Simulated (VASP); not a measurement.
# SiO2 (P6_422) in VASP: notebook

Runs on SiO2. Level: r2SCAN. Tasks: single point.

All numbers are computed with VASP 6.6.1; they aren't measurements. Logs are shortened: lines on timing, memory, paths and dates and some standing lists are left out, and cuts for length are marked.

## Step 1: The cell of the first run

The structure is hexagonal, space group P6_422 (No. 181). Conventional cell: a = 4.908 Å, b = 4.908 Å, c = 5.541 Å, α = 90.00°, β = 90.00°, γ = 120.00°. Si (site symmetry 222) has 4 O at 1.58 Å within 2.1 Å. O (site symmetry 2) has 2 Si at 1.58 Å within 2.1 Å.

## Step 2: Single point, r2SCAN (strain -0.0300 x Voigt [1, 1, 0, 0, 0, 0])

Contents of POSCAR:

```
SiO2
1.0
    4.9078874864      0.0000000000      0.0000000000
   -2.4539437432      4.2503552421      0.0000000000
    0.0000000000      0.0000000000      5.5410855913
Si O
3 6
Direct
    0.0000000000      0.5000000000      0.3333333333
    0.5000000000      0.5000000000      0.6666666667
    0.5000000000      0.0000000000      0.0000000000
    0.5834989524      0.7917494762      0.8333333333
    0.7917494762      0.5834989524      0.5000000000
    0.7917494762      0.2082505238      0.1666666667
    0.4165010476      0.2082505238      0.8333333333
    0.2082505238      0.4165010476      0.5000000000
    0.2082505238      0.7917494762      0.1666666667
```

Contents of INCAR.step1:

```
  PREC = Accurate
  ENCUT = 520
  ISMEAR = 0
  SIGMA = 0.05
  LREAL = False
  LASPH = True
  NELM = 80
  NBANDS = 34
  GGA = PE
  ALGO = Normal
  EDIFF = 1E-4
  LWAVE = True
  LCHARG = False
```

Contents of INCAR.step2:

```
  PREC = Accurate
  ENCUT = 520
  EDIFF = 1E-6
  ISMEAR = 0
  SIGMA = 0.05
  LREAL = False
  LASPH = True
  NELM = 80
  ALGO = Normal
  ISIF = 2
  LWAVE = False
  LCHARG = False
  METAGGA = R2SCAN
  LMIXTAU = True
  NBANDS = 34
  ISTART = 1
```

Contents of KPOINTS:

```
regular mesh
0
Gamma
  6 6 4
```

Potentials or basis: VASP PAW PBE potentials, release 64 (Si, O).

Started as:

```
cat potpaw_PBE.64/Si/POTCAR potpaw_PBE.64/O/POTCAR > POTCAR
cp INCAR.step1 INCAR
mpirun -np 1 vasp_std > vasp.out
cp INCAR.step2 INCAR
mpirun -np 1 vasp_std > vasp.out
```

OUTCAR:

```text
PREC = Accurate
   ENCUT = 520
   EDIFF = 1E-6
   ISMEAR = 0
   LREAL = False
   LASPH = True
   NELM = 80
   ISIF = 2
   METAGGA = R2SCAN
   ISTART = 1

 ion  position               nearest neighbor table
   1  0.000  0.500  0.333-   6 1.58   9 1.58   8 1.58   5 1.58   3 3.07   3 3.07   2 3.07   2 3.07

   2  0.500  0.500  0.667-   4 1.58   7 1.58   5 1.58   8 1.58   3 3.07   3 3.07   1 3.07   1 3.07

   3  0.500  0.000  0.000-   4 1.58   7 1.58   6 1.58   9 1.58   1 3.07   2 3.07   2 3.07   1 3.07

   4  0.583  0.792  0.833-   2 1.58   3 1.58
   5  0.792  0.583  0.500-   1 1.58   2 1.58
   6  0.792  0.208  0.167-   1 1.58   3 1.58
   7  0.417  0.208  0.833-   2 1.58   3 1.58
   8  0.208  0.417  0.500-   1 1.58   2 1.58
   9  0.208  0.792  0.167-   1 1.58   3 1.58

  LATTYP: Found a hexagonal cell.
 ALAT       =     4.9078874864
 C/A-ratio  =     1.1290164264

  Lattice vectors:

 A1 = (   4.9078874864,   0.0000000000,   0.0000000000)
 A2 = (  -2.4539437432,   4.2503552421,   0.0000000000)
 A3 = (   0.0000000000,   0.0000000000,   5.5410855913)

Analysis of symmetry for initial positions (statically):
=====================================================================
 Subroutine PRICEL returns:
 Original cell was already a primitive cell.

 Routine SETGRP: Setting up the symmetry group for a
 hexagonal supercell.

 Subroutine GETGRP returns: Found 12 space group operations
 (whereof  4 operations were pure point group operations)
 out of a pool of 24 trial point group operations.

The static configuration has the point symmetry D_2 .
 The point group associated with its full space group is D_6 .

Analysis of symmetry for dynamics (positions and initial velocities):
=====================================================================
 Subroutine PRICEL returns:
 Original cell was already a primitive cell.

 Routine SETGRP: Setting up the symmetry group for a
 hexagonal supercell.

 Subroutine GETGRP returns: Found 12 space group operations
 (whereof  4 operations were pure point group operations)
 out of a pool of 24 trial point group operations.

The dynamic configuration has the point symmetry D_2 .
 The point group associated with its full space group is D_6 .

 Subroutine INISYM returns: Found 12 space group operations
 (whereof  4 operations are pure point group operations),
 and found     1 'primitive' translations

----------------------------------------------------------------------------------------

                                     Primitive cell

  volume of cell :     115.5885

  direct lattice vectors                    reciprocal lattice vectors
     4.907887486  0.000000000  0.000000000     0.203753652  0.117637226  0.000000000
    -2.453943743  4.250355242  0.000000000     0.000000000  0.235274452  0.000000000
     0.000000000  0.000000000  5.541085591     0.000000000  0.000000000  0.180470051

  length of vectors
     4.907887486  4.907887486  5.541085591     0.235274452  0.235274452  0.180470051

  position of ions in fractional coordinates (direct lattice)
     0.000000000  0.500000000  0.333333333
     0.500000000  0.500000000  0.666666667
     0.500000000  0.000000000  0.000000000
     0.583498952  0.791749476  0.833333333
     0.791749476  0.583498952  0.500000000
     0.791749476  0.208250524  0.166666667
     0.416501048  0.208250524  0.833333333
     0.208250524  0.416501048  0.500000000
     0.208250524  0.791749476  0.166666667

  ion indices of the primitive-cell ions
   primitive index   ion index
                 1           1
                 2           2
                 3           3
                 4           4
                 5           5
                 6           6
                 7           7
                 8           8
                 9           9

----------------------------------------------------------------------------------------

 KPOINTS: regular mesh

Automatic generation of k-mesh.
 Grid dimensions read from file:
 generate k-points for:    6    6    4

 Generating k-lattice:

  Cartesian coordinates                     Fractional coordinates (reciprocal lattice)
     0.033958942  0.019606204  0.000000000     0.166666667  0.000000000  0.000000000
     0.000000000  0.039212409  0.000000000     0.000000000  0.166666667  0.000000000
     0.000000000  0.000000000  0.045117513     0.000000000  0.000000000  0.250000000

  Length of vectors
     0.039212409  0.039212409  0.045117513

  Shift w.r.t. Gamma in fractional coordinates (k-lattice)
     0.000000000  0.000000000  0.000000000

 Subroutine IBZKPT returns following result:
 ===========================================

 Found     21 irreducible k-points:

 Following reciprocal coordinates:
            Coordinates               Weight
  0.000000  0.000000  0.000000      1.000000
  0.166667  0.000000  0.000000      6.000000
  0.333333 -0.000000  0.000000      6.000000
  0.500000 -0.000000  0.000000      3.000000
  0.166667  0.166667  0.000000      6.000000
  0.333333  0.166667  0.000000     12.000000
[... 13 lines left out ...]
  0.333333  0.166667  0.500000     12.000000
  0.333333  0.333333  0.500000      2.000000
   k-points           NKPTS =     21   k-points in BZ     NKDIM =     21   number of bands    NBANDS=     34
   number of dos      NEDOS =    301   number of ions     NIONS =      9
   total plane-waves  NPLWV =  67200
   dimension x,y,z NGX =    40 NGY =   40 NGZ =   42
   dimension x,y,z NGXF=    80 NGYF=   80 NGZF=   84
   ions per type =               3   6
   NGX,Y,Z   is equivalent  to a cutoff of  13.55, 13.55, 12.60 a.u.
   NGXF,Y,Z  is equivalent  to a cutoff of  27.10, 27.10, 25.20 a.u.
 SYSTEM =  unknown system
   PREC   = accura    normal or accurate (medium, high low for compatibility)
   ISTART =      1    job   : 0-new  1-cont  2-samecut
   ICHARG =      0    charge: 1-file 2-atom 10-const
   ISPIN  =      1    spin polarized calculation?
   LNONCOLLINEAR =      F non collinear calculations
   LSORBIT =      F    spin-orbit coupling
   LASPH  =      T    aspherical Exc in radial PAW
   ENCUT  =  520.0 eV  38.22 Ry    6.18 a.u.   9.13  9.13 10.30*2*pi/ulx,y,z
   NELM   =     80;   NELMIN=  2; NELMDL=  0     # of ELM steps
   EDIFF  = 0.1E-05   stopping-criterion for ELM
   LREAL  =      F    real-space projection
   EDIFFG = 0.1E-04   stopping-criterion for IOM
   NSW    =      0    number of steps for IOM
   IBRION =     -1    ionic relax: 0-MD 1-quasi-New 2-CG
   NFREE  =      0    steps in history (QN), initial steepest desc. (CG)
   ISIF   =      2    stress and relaxation
   ISYM   =      2    0-nonsym 1-usesym 2-fastsym
   POTIM  = 0.5000    time-step for ionic-motion
   TEBEG  =    0.0;   TEEND  =   0.0 temperature during run
   PSTRESS=    0.0 pullay stress
   NELECT =      48.0000    total number of electrons
   NUPDOWN=      -1.0000    fix difference up-down
   EMIN   =  10.00;   EMAX   =-10.00  energy-range for DOS
   EFERMI =   0.00;   METHOD = LEGACY
   ISMEAR =     0;   SIGMA  =   0.05  broadening in eV -4-tet -1-fermi 0-gaus
   EFERMI_NEDOS =   21; number of points for ismear=-14 and -15
   IALGO  =     38    algorithm
   IMIX   =      4    mixing-type and parameters
     AMIX     =   0.40;   BMIX     =  1.00
     AMIX_MAG =   1.60;   BMIX_MAG =  1.00
  volume/ion in A,a.u.               =      12.84        86.67
  Fermi-wavevector in a.u.,A,eV,Ry     =   1.221379  2.308071 20.296708  1.491766
  Thomas-Fermi vector in A             =   2.356563
   LORBIT       =      0    0 simple, 1 ext, 2 COOP (PROOUT), +10 PAW based schemes
   METAGGA = R2SCAN    functional components
   LHFCALC =     F    Hartree Fock is set to
   AEXX    =    0.0000 exact exchange contribution
   IVDW    =     0    specifies the selected vdW correction
   LEPSILON=     F    determine dielectric tensor
   LRPA    =     F    only Hartree local field effects (RPA)
 non-spin polarized calculation
 Gauss-broadening in eV      SIGMA  =   0.05
  energy-cutoff  :      520.00
  volume of cell :      115.59
 maximum number of plane-waves:      3138
 NGX is ok and might be reduce to    40
   NGX = 19   NGY = 19   NGZ = 21

 number of electron      47.9999995 magnetization

 Free energy of the ion-electron system (eV)
  ---------------------------------------------------
  ext. energy  EPLUGINS =         0.00000000
  ---------------------------------------------------
  free energy    TOTEN  =       -89.04425055 eV

  energy without entropy =      -89.04425055  energy(sigma->0) =      -89.04425055

 E-fermi :   0.8263     XC(G=0):  -9.4740

 val. band max:        0.5655784489   @ k =   0.0000   0.0000   0.5000
 cond. band min:       7.0917951646   @ k =   0.0000   0.0000   0.0000
 fundamental gap:      6.5262167158
 Fermi energy:         0.8262933024

 k-point     1 :       0.0000    0.0000    0.0000
  band No.  band energies     occupation
      1     -20.2277      2.00000
      2     -18.7056      2.00000
      3     -18.7056      2.00000
      4     -17.9990      2.00000
      5     -17.9483      2.00000
      6     -17.9483      2.00000
[... 26 lines left out ...]
     33      15.4974      0.00000
     34      15.5505      0.00000

 k-point     2 :       0.1667    0.0000    0.0000
  band No.  band energies     occupation
      1     -20.1463      2.00000
      2     -18.7956      2.00000
      3     -18.6900      2.00000
      4     -18.0164      2.00000
      5     -17.9676      2.00000
      6     -17.9638      2.00000
[... 26 lines left out ...]
     33      15.0730      0.00000
     34      15.2238      0.00000

 k-point     3 :       0.3333   -0.0000    0.0000
  band No.  band energies     occupation
      1     -19.9283      2.00000
      2     -19.0451      2.00000
      3     -18.6558      2.00000
      4     -18.0492      2.00000
      5     -18.0092      2.00000
      6     -17.9798      2.00000
[... 26 lines left out ...]
     33      14.2429      0.00000
     34      14.6788      0.00000

 k-point     4 :       0.5000   -0.0000    0.0000
  band No.  band energies     occupation
      1     -19.7418      2.00000
      2     -19.2531      2.00000
      3     -18.6370      2.00000
      4     -18.0611      2.00000
      5     -18.0315      2.00000
      6     -17.9854      2.00000
[... 26 lines left out ...]
     33      13.8773      0.00000
     34      13.9957      0.00000

 k-point     5 :       0.1667    0.1667    0.0000
  band No.  band energies     occupation
      1     -19.9940      2.00000
      2     -18.9659      2.00000
      3     -18.6700      2.00000
      4     -18.0421      2.00000
      5     -17.9970      2.00000
      6     -17.9766      2.00000
[... 510 lines left out ...]
 k-point    19 :       0.1667    0.1667    0.5000
  band No.  band energies     occupation
      1     -19.7268      2.00000
      2     -19.5233      2.00000
      3     -18.3573      2.00000
      4     -18.0461      2.00000
      5     -17.9934      2.00000
      6     -17.9888      2.00000
[... 26 lines left out ...]
     33      13.6467      0.00000
     34      14.3632      0.00000

 k-point    20 :       0.3333    0.1667    0.5000
  band No.  band energies     occupation
      1     -19.6955      2.00000
      2     -19.2541      2.00000
      3     -18.7005      2.00000
      4     -18.0503      2.00000
      5     -18.0231      2.00000
      6     -18.0019      2.00000
[... 26 lines left out ...]
     33      13.4015      0.00000
     34      13.5175      0.00000

 k-point    21 :       0.3333    0.3333    0.5000
  band No.  band energies     occupation
      1     -19.6805      2.00000
      2     -18.9878      2.00000
      3     -18.9878      2.00000
      4     -18.0400      2.00000
      5     -18.0297      2.00000
      6     -18.0297      2.00000
[... 26 lines left out ...]
     33      13.3012      0.00000
     34      13.3034      0.00000

------------------------ aborting loop because EDIFF is reached ----------------------------------------

  FORCE on cell =-STRESS in cart. coord.  units (eV):
  Direction    XX          YY          ZZ          XY          YZ          ZX
  --------------------------------------------------------------------------------------
  -------------------------------------------------------------------------------------
  Total        9.8923943      9.8923943      8.5794393     -0.0000000     -0.0000000      0.0000000
  in kB      137.1188980    137.1188980    118.9199734     -0.0000000     -0.0000000      0.0000000
  external PRESSURE =     131.0525898 kB  Pullay stress =       0.0000000 kB

 VOLUME and BASIS-vectors are now :
 -----------------------------------------------------------------------------
  energy-cutoff  :      520.00
  volume of cell :      115.59
      direct lattice vectors                 reciprocal lattice vectors
     4.907887486  0.000000000  0.000000000     0.203753652  0.117637226  0.000000000
    -2.453943743  4.250355242  0.000000000     0.000000000  0.235274452  0.000000000
     0.000000000  0.000000000  5.541085591     0.000000000  0.000000000  0.180470051

 POSITION                                       TOTAL-FORCE (eV/Angst)
 -----------------------------------------------------------------------------------
     -1.22697      2.12518      1.84703         0.000000      0.000000     -0.000000
      1.22697      2.12518      3.69406         0.000000      0.000000     -0.000000
      2.45394      0.00000      0.00000         0.000000      0.000000      0.000000
      0.92084      3.36522      4.61757         0.483634      0.279226     -0.000000
      2.45394      2.48008      2.77054         0.000000      0.558452      0.000000
      3.37478      0.88514      0.92351         0.483634     -0.279226      0.000000
      1.53311      0.88514      4.61757        -0.483634     -0.279226     -0.000000
     -0.00000      1.77028      2.77054         0.000000     -0.558452      0.000000
     -0.92084      3.36522      0.92351        -0.483634      0.279226      0.000000
 -----------------------------------------------------------------------------------
    total drift:                                0.000000     -0.000000     -0.000001

  FREE ENERGIE OF THE ION-ELECTRON SYSTEM (eV)
  ---------------------------------------------------
  free  energy   TOTEN  =       -89.0442505491 eV

  energy  without entropy=      -89.0442505491  energy(sigma->0) =      -89.04425055
```

It took 7.7 min on 1 thread of Intel Xeon Platinum 8259CL at 2.50GHz (Skylake/Cascade Lake), shared host; peak memory 0.29 GiB.

What came out:

- Free energy: -89.0443 eV
- Pressure: 13.1 GPa
- Largest force: 0.558 eV/Å
- Band gap on the k mesh: 6.53 eV (least direct gap 6.68 eV)

Forces in eV/Å, atoms in the order of the input:
```
Si   0.000  0.000  0.000
Si   0.000  0.000  0.000
Si   0.000  0.000  0.000
O    0.484  0.279  0.000
O    0.000  0.558  0.000
O    0.484 -0.279  0.000
O   -0.484 -0.279  0.000
O    0.000 -0.558  0.000
O   -0.484  0.279  0.000
```

Caveat: the cell differs from its parent crystal (strain -0.0300 x Voigt [1, 1, 0, 0, 0, 0]); the cell stands under pressure; the PAW data sets were made with another functional, which shifts forces and pressure a little. A k mesh can miss the band edges.

## Step 3: Single point, r2SCAN (strain -0.0150 x Voigt [1, 1, 0, 0, 0, 0])

Changes to POSCAR since step 2:

```diff
@@ -2,4 +2,4 @@
 1.0
-    4.9078874864      0.0000000000      0.0000000000
-   -2.4539437432      4.2503552421      0.0000000000
+    4.9837826537      0.0000000000      0.0000000000
+   -2.4918913269      4.3160823851      0.0000000000
     0.0000000000      0.0000000000      5.5410855913
```

Contents of INCAR.step1:

```
  PREC = Accurate
  ENCUT = 520
  ISMEAR = 0
  SIGMA = 0.05
  LREAL = F
  LASPH = T
  NELM = 60
  NBANDS = 34
  GGA = PE
  ALGO = Normal
  EDIFF = 1E-4
  LWAVE = T
  LCHARG = F
```

Contents of INCAR.step2:

```
  PREC = Accurate
  ENCUT = 520
  EDIFF = 1E-7
  ISMEAR = 0
  SIGMA = 0.05
  LREAL = F
  LASPH = T
  NELM = 60
  ALGO = Normal
  ISIF = 2
  LWAVE = F
  LCHARG = F
  METAGGA = R2SCAN
  LMIXTAU = T
  NBANDS = 34
  ISTART = 1
```

Contents of KPOINTS:

```
Automatic mesh
0
Gamma
  6 6 4
```

Potentials or basis: VASP PAW PBE potentials, release 64 (Si, O).

Started as:

```
cat potpaw_PBE.64/Si/POTCAR potpaw_PBE.64/O/POTCAR > POTCAR
cp INCAR.step1 INCAR
mpirun -np 1 vasp_std > vasp.out
cp INCAR.step2 INCAR
mpirun -np 1 vasp_std > vasp.out
```

It took 7.2 min on 1 thread of Intel Xeon Platinum 8259CL at 2.50GHz (Skylake/Cascade Lake), shared host; peak memory 0.28 GiB.

Results (log left out):

* Free energy: -89.2757 eV
* Pressure: 6.2 GPa
* Largest force: 0.259 eV/Å
* Band gap on the k mesh: 6.43 eV (least direct gap 6.59 eV)

Forces in eV/Å, atoms in the order of the input:
```
Si   0.000  0.000  0.000
Si   0.000  0.000  0.000
Si   0.000  0.000  0.000
O    0.224  0.130  0.000
O    0.000  0.259  0.000
O    0.224 -0.130  0.000
O   -0.224 -0.130  0.000
O    0.000 -0.259  0.000
O   -0.224  0.130  0.000
```

Stress tensor (GPa, compression positive):
```
6.55 0.00 0.00
0.00 6.55 0.00
0.00 0.00 5.58
```

Levels at points of the mesh, in eV from the valence-band top:
```
           k point  band 22  band 23  band 24  band 25  band 26  band 27
(0.00, 0.00, 0.00)    -0.49    -0.49    -0.17     6.43     9.85     9.85
(0.50, 0.00, 0.00)    -1.08    -0.39    -0.01     8.57     9.45    10.51
(0.00, 0.00, 0.50)    -0.33     0.00     0.00     8.29     8.29     9.26
(0.50, 0.00, 0.50)    -0.78    -0.75    -0.35     9.79     9.96    10.23
```

Caveat: the cell differs from its parent crystal (strain -0.0150 x Voigt [1, 1, 0, 0, 0, 0]); the cell stands under pressure; the PAW data sets were made with another functional, which shifts forces and pressure a little. A k mesh can miss the band edges.
